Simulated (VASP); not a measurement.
MoS2:

```
Mo S
1.0
     1.54775    0.89359    6.02445
    -1.54775    0.89359    6.02445
     0.00000   -1.78718    6.02445
Mo S
1 2
Direct
  0.00000 0.00000 0.00000
  0.41700 0.41700 0.41700
  0.25000 0.25000 0.25000
```

Base run:

```yaml
Program: VASP 6.6.1
Functional: PBE
Potentials_or_basis: VASP PAW PBE potentials, release 64 (Mo_sv, S)
Cutoff: 520 eV
k_mesh: 10 × 10 × 10
Occupations: fermi-dirac, width 0.05 eV
Spin: no spin polarisation
```

Its results: band gap on the k mesh 0.91 eV, indirect (least direct gap 2.13 eV); pressure 16.7 GPa; largest force 1.663 eV/Å.

Problem. The run is repeated on the same cell with these changes: functional from PBE to LDA; potentials or basis from VASP PAW PBE potentials, release 64 (Mo_sv, S) to VASP PAW LDA potentials, release 64 (Mo_sv, S). What comes out?

Solution. Band gap on the k mesh 0.82 eV, indirect (least direct gap 2.13 eV); pressure 8.5 GPa; largest force 1.233 eV/Å.

Caveats: forces of over 1 eV/Å act on the atoms, so gaps and moduli don't describe the material at rest.

A k mesh can miss the band edges.
